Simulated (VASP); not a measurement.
# C (Fm-3m) in VASP: further runs

Runs on C. Level: revPBE. Tasks: single point.

Everything below comes from runs of VASP 6.6.1. Logs are shortened: lines on timing, memory, paths and dates and some standing lists are left out, and cuts for length are marked.

## 1. The cell of the first run

Symmetry: Fm-3m, No. 225, cubic system. Conventional cell: a = 3.140 Å, b = 3.140 Å, c = 3.140 Å, α = 90.00°, β = 90.00°, γ = 90.00°. C (site symmetry m-3m) has 12 C at 2.22 Å within 2.9 Å.

## 2. Single point, revPBE (volume scaled by 1.04)

INCAR

```
PREC     = Accurate       # precision mode
ENCUT    = 520            # plane-wave cutoff, eV
EDIFF    = 1E-6           # SCF threshold, eV
ISMEAR   = -1             # smearing method
SIGMA    = 0.1            # smearing width, eV
LREAL    = False          # projectors in reciprocal space
LASPH    = True           # aspherical terms in the spheres
NELM     = 60             # most SCF steps
ALGO     = Normal         # electronic algorithm
ISIF     = 2              # what is computed and relaxed
LWAVE    = False          # write WAVECAR
LCHARG   = False          # write CHGCAR
GGA      = RE             # functional
NBANDS   = 8              # bands
```

KPOINTS

```
regular mesh
0
Gamma
  20 20 20
```

POSCAR

```
C
1.0
    0.0000000000      1.5699314425      1.5699314425
    1.5699314425      0.0000000000      1.5699314425
    1.5699314425      1.5699314425      0.0000000000
C
1
Direct
    0.0000000000      0.0000000000      0.0000000000
```

Potentials or basis: VASP PAW PBE potentials, release 64 (C).

Command:

```sh
cat potpaw_PBE.64/C/POTCAR > POTCAR
mpirun -np 1 vasp_std > vasp.out
```

OUTCAR:

```text
PREC = Accurate
   ENCUT = 520
   EDIFF = 1E-6
   ISMEAR = -1
   LREAL = False
   LASPH = True
   NELM = 60
   ISIF = 2
   GGA = RE

 ion  position               nearest neighbor table
   1  0.000  0.000  0.000-

  LATTYP: Found a face centered cubic cell.
 ALAT       =     3.1398628850

  Lattice vectors:

 A1 = (   0.0000000000,   1.5699314425,   1.5699314425)
 A2 = (   1.5699314425,   0.0000000000,   1.5699314425)
 A3 = (   1.5699314425,   1.5699314425,   0.0000000000)

Analysis of symmetry for initial positions (statically):
=====================================================================
 Subroutine PRICEL returns:
 Original cell was already a primitive cell.

 Routine SETGRP: Setting up the symmetry group for a
 face centered cubic supercell.

 Subroutine GETGRP returns: Found 48 space group operations
 (whereof 48 operations were pure point group operations)
 out of a pool of 48 trial point group operations.

The static configuration has the point symmetry O_h .

Analysis of symmetry for dynamics (positions and initial velocities):
=====================================================================
 Subroutine PRICEL returns:
 Original cell was already a primitive cell.

 Routine SETGRP: Setting up the symmetry group for a
 face centered cubic supercell.

 Subroutine GETGRP returns: Found 48 space group operations
 (whereof 48 operations were pure point group operations)
 out of a pool of 48 trial point group operations.

The dynamic configuration has the point symmetry O_h .

 Subroutine INISYM returns: Found 48 space group operations
 (whereof 48 operations are pure point group operations),
 and found     1 'primitive' translations

----------------------------------------------------------------------------------------

                                     Primitive cell

  volume of cell :       7.7388

  direct lattice vectors                    reciprocal lattice vectors
     0.000000000  1.569931442  1.569931442    -0.318485245  0.318485245  0.318485245
     1.569931442  0.000000000  1.569931442     0.318485245 -0.318485245  0.318485245
     1.569931442  1.569931442  0.000000000     0.318485245  0.318485245 -0.318485245

  length of vectors
     2.220218338  2.220218338  2.220218338     0.551632626  0.551632626  0.551632626

  position of ions in fractional coordinates (direct lattice)
     0.000000000  0.000000000  0.000000000

  ion indices of the primitive-cell ions
   primitive index   ion index
                 1           1

----------------------------------------------------------------------------------------

 KPOINTS: regular mesh

Automatic generation of k-mesh.
 Grid dimensions read from file:
 generate k-points for:   20   20   20

 Generating k-lattice:

  Cartesian coordinates                     Fractional coordinates (reciprocal lattice)
    -0.015924262  0.015924262  0.015924262     0.050000000  0.000000000  0.000000000
     0.015924262 -0.015924262  0.015924262     0.000000000  0.050000000  0.000000000
     0.015924262  0.015924262 -0.015924262     0.000000000  0.000000000  0.050000000

  Length of vectors
     0.027581631  0.027581631  0.027581631

  Shift w.r.t. Gamma in fractional coordinates (k-lattice)
     0.000000000  0.000000000  0.000000000

 Subroutine IBZKPT returns following result:
 ===========================================

 Found    256 irreducible k-points:

 Following reciprocal coordinates:
            Coordinates               Weight
  0.000000  0.000000  0.000000      1.000000
  0.050000  0.000000  0.000000      8.000000
  0.100000  0.000000  0.000000      8.000000
  0.150000  0.000000  0.000000      8.000000
  0.200000  0.000000  0.000000      8.000000
  0.250000  0.000000  0.000000      8.000000
[... 16 lines left out ...]
 -0.400000  0.050000  0.000000     24.000000
 -0.350000  0.050000  0.000000     24.000000
 [... further k-points ...]
   k-points           NKPTS =    256   k-points in BZ     NKDIM =    256   number of bands    NBANDS=      8
   number of dos      NEDOS =    301   number of ions     NIONS =      1
   total plane-waves  NPLWV =   5832
   dimension x,y,z NGX =    18 NGY =   18 NGZ =   18
   dimension x,y,z NGXF=    36 NGYF=   36 NGZF=   36
   ions per type =               1
   NGX,Y,Z   is equivalent  to a cutoff of  13.48, 13.48, 13.48 a.u.
   NGXF,Y,Z  is equivalent  to a cutoff of  26.96, 26.96, 26.96 a.u.
 SYSTEM =  unknown system
   PREC   = accura    normal or accurate (medium, high low for compatibility)
   ISTART =      0    job   : 0-new  1-cont  2-samecut
   ICHARG =      2    charge: 1-file 2-atom 10-const
   ISPIN  =      1    spin polarized calculation?
   LNONCOLLINEAR =      F non collinear calculations
   LSORBIT =      F    spin-orbit coupling
   LASPH  =      T    aspherical Exc in radial PAW
   ENCUT  =  520.0 eV  38.22 Ry    6.18 a.u.   4.13  4.13  4.13*2*pi/ulx,y,z
   NELM   =     60;   NELMIN=  2; NELMDL= -5     # of ELM steps
   EDIFF  = 0.1E-05   stopping-criterion for ELM
   LREAL  =      F    real-space projection
   EDIFFG = 0.1E-04   stopping-criterion for IOM
   NSW    =      0    number of steps for IOM
   IBRION =     -1    ionic relax: 0-MD 1-quasi-New 2-CG
   NFREE  =      0    steps in history (QN), initial steepest desc. (CG)
   ISIF   =      2    stress and relaxation
   ISYM   =      2    0-nonsym 1-usesym 2-fastsym
   POTIM  = 0.5000    time-step for ionic-motion
   TEBEG  =    0.0;   TEEND  =   0.0 temperature during run
   PSTRESS=    0.0 pullay stress
   NELECT =       4.0000    total number of electrons
   NUPDOWN=      -1.0000    fix difference up-down
   EMIN   =  10.00;   EMAX   =-10.00  energy-range for DOS
   EFERMI =   0.00;   METHOD = LEGACY
   ISMEAR =    -1;   SIGMA  =   0.10  broadening in eV -4-tet -1-fermi 0-gaus
   EFERMI_NEDOS =   21; number of points for ismear=-14 and -15
   IALGO  =     38    algorithm
   IMIX   =      4    mixing-type and parameters
     AMIX     =   0.40;   BMIX     =  1.00
     AMIX_MAG =   1.60;   BMIX_MAG =  1.00
  volume/ion in A,a.u.               =       7.74        52.22
  Fermi-wavevector in a.u.,A,eV,Ry     =   1.313825  2.482769 23.485503  1.726136
  Thomas-Fermi vector in A             =   2.444121
   LORBIT       =      0    0 simple, 1 ext, 2 COOP (PROOUT), +10 PAW based schemes
   GGA     = RE    functional components
   LHFCALC =     F    Hartree Fock is set to
   AEXX    =    0.0000 exact exchange contribution
   IVDW    =     0    specifies the selected vdW correction
   LEPSILON=     F    determine dielectric tensor
   LRPA    =     F    only Hartree local field effects (RPA)
 non-spin polarized calculation
  energy-cutoff  :      520.00
  volume of cell :        7.74
 maximum number of plane-waves:       222
 NGX is ok and might be reduce to    18
   NGX =  9   NGY =  9   NGZ =  9

 number of electron       4.0000000 magnetization

 Free energy of the ion-electron system (eV)
  ---------------------------------------------------
  ext. energy  EPLUGINS =         0.00000000
  ---------------------------------------------------
  free energy    TOTEN  =        -4.32735521 eV

  energy without entropy =       -4.31425376  energy(sigma->0) =       -4.32080449

 E-fermi :   6.9009     XC(G=0): -12.3869

 val. band max:        6.8510770834   @ k =  -0.4500   0.3500   0.1500
 cond. band min:       6.9328373564   @ k =   0.4500   0.3000   0.1000
 fundamental gap:      0.0817602730
 Fermi energy:         6.9009043399

 k-point     1 :       0.0000    0.0000    0.0000
  band No.  band energies     occupation
      1     -11.1375      2.00000
      2      14.5122      0.00000
      3      14.5122      0.00000
      4      14.5122      0.00000
      5      36.1359      0.00000
      6      36.1359      0.00000
      7      36.1359      0.00000
      8      36.2351      0.00000

 k-point     2 :       0.0500    0.0000    0.0000
  band No.  band energies     occupation
      1     -11.0416      2.00000
      2      14.2219      0.00000
      3      14.4633      0.00000
      4      14.4633      0.00000
      5      35.1432      0.00000
      6      36.2230      0.00000
      7      36.2792      0.00000
      8      36.2792      0.00000

 k-point     3 :       0.1000    0.0000    0.0000
  band No.  band energies     occupation
      1     -10.7544      2.00000
      2      13.3707      0.00000
      3      14.3243      0.00000
      4      14.3243      0.00000
      5      33.6049      0.00000
      6      36.1792      0.00000
      7      36.6447      0.00000
      8      36.6447      0.00000

 k-point     4 :       0.1500    0.0000    0.0000
  band No.  band energies     occupation
      1     -10.2761      2.00000
      2      12.0334      0.00000
      3      14.1183      0.00000
      4      14.1183      0.00000
      5      32.3596      0.00000
      6      36.0922      0.00000
      7      37.0011      0.00000
      8      37.0011      0.00000

 k-point     5 :       0.2000    0.0000    0.0000
  band No.  band energies     occupation
      1      -9.6087      2.00000
      2      10.3210      0.00000
      3      13.8726      0.00000
      4      13.8726      0.00000
      5      31.5007      0.00000
      6      35.9414      0.00000
      7      36.9537      0.00000
      8      36.9537      0.00000
[... 177 lines left out ...]
 k-point    22 :      -0.4500    0.0500    0.0000
  band No.  band energies     occupation
      1      -3.0108      2.00000
      2      -0.3109      2.00000
      3      12.5613      0.00000
      4      12.8821      0.00000
      5      30.6921      0.00000
      6      31.9361      0.00000
      7      33.9390      0.00000
      8      36.4375      0.00000

 k-point    23 :      -0.4000    0.0500    0.0000
  band No.  band energies     occupation
      1      -4.5427      2.00000
      2       1.5462      2.00000
      3      12.5465      0.00000
      4      13.0496      0.00000
      5      30.6765      0.00000
      6      32.2909      0.00000
      7      34.1328      0.00000
      8      36.5591      0.00000

 k-point    24 :      -0.3500    0.0500    0.0000
  band No.  band energies     occupation
      1      -5.9750      2.00000
      2       3.5650      2.00000
      3      12.6063      0.00000
      4      13.2670      0.00000
      5      30.6632      0.00000
      6      32.8637      0.00000
      7      34.5787      0.00000
      8      36.7319      0.00000

 [... further k-points ...]

------------------------ aborting loop because EDIFF is reached ----------------------------------------

  FORCE on cell =-STRESS in cart. coord.  units (eV):
  Direction    XX          YY          ZZ          XY          YZ          ZX
  --------------------------------------------------------------------------------------
  -------------------------------------------------------------------------------------
  Total       -0.2623118     -0.2623118     -0.2623118      0.0000000      0.0000000      0.0000000
  in kB      -54.3070692    -54.3070692    -54.3070692      0.0000000      0.0000000      0.0000000
  external PRESSURE =     -54.3070692 kB  Pullay stress =       0.0000000 kB

 VOLUME and BASIS-vectors are now :
 -----------------------------------------------------------------------------
  energy-cutoff  :      520.00
  volume of cell :        7.74
      direct lattice vectors                 reciprocal lattice vectors
     0.000000000  1.569931442  1.569931442    -0.318485245  0.318485245  0.318485245
     1.569931442  0.000000000  1.569931442     0.318485245 -0.318485245  0.318485245
     1.569931442  1.569931442  0.000000000     0.318485245  0.318485245 -0.318485245

 POSITION                                       TOTAL-FORCE (eV/Angst)
 -----------------------------------------------------------------------------------
      0.00000      0.00000      0.00000         0.000000      0.000000     -0.000000
 -----------------------------------------------------------------------------------
    total drift:                                0.000000     -0.000000     -0.000000

  FREE ENERGIE OF THE ION-ELECTRON SYSTEM (eV)
  ---------------------------------------------------
  free  energy   TOTEN  =        -4.3273552121 eV

  energy  without entropy=       -4.3142537618  energy(sigma->0) =       -4.32080449
```

Run time: 8.6 s. Hardware: 1 thread of Intel Xeon 6975P-C, shared host; peak memory 0.12 GiB.

Results:

* Free energy: -4.3274 eV
* Pressure: -5.4 GPa
* Band gap on the k mesh: zero (band 2 reaches 14.51 eV, above the bottom of band 3 at 3.72 eV)

Caveat: the PAW data sets were made with another functional, which shifts forces and pressure a little.

## 3. Single point, revPBE (volume scaled by 1.08)

INCAR

```
ALGO = Normal ; EDIFF = 1E-7
ENCUT = 520 ; GGA = RE
ISIF = 2 ; ISMEAR = -1
LASPH = T ; LCHARG = F
LREAL = F ; LWAVE = F
NBANDS = 8 ; NELM = 60
PREC = Accurate ; SIGMA = 0.1
```

KPOINTS

```
k-points
0
Gamma
  20 20 20
```

POSCAR

```
C
1.0
    0.0000000000      1.5898061022      1.5898061022
    1.5898061022      0.0000000000      1.5898061022
    1.5898061022      1.5898061022      0.0000000000
C
1
Direct
    0.0000000000      0.0000000000      0.0000000000
```

Potentials or basis: VASP PAW PBE potentials, release 64 (C).

Command:

```sh
cat potpaw_PBE.64/C/POTCAR > POTCAR
mpirun -np 1 vasp_std > vasp.out
```

Wall time 11 s (1 thread of Intel Xeon 6975P-C, shared host); peak memory 0.12 GiB.

Results (log left out):

* Free energy: -4.3133 eV
* Pressure: -9.7 GPa
* Band gap on the k mesh: zero (band 2 reaches 13.76 eV, above the bottom of band 3 at 3.43 eV)

Levels at points of the mesh, in eV from the Fermi level:
```tsv
k point	band 1	band 2	band 3	band 4	band 5
(0.00, 0.00, 0.00)	-17.57	7.33	7.33	7.33	28.28
(0.50, 0.00, 0.00)	-9.19	-7.71	5.79	5.79	23.00
(0.50, 0.50, 0.00)	-6.00	-5.72	2.20	2.20	14.14
```

Caveat: the PAW data sets were made with another functional, which shifts forces and pressure a little.
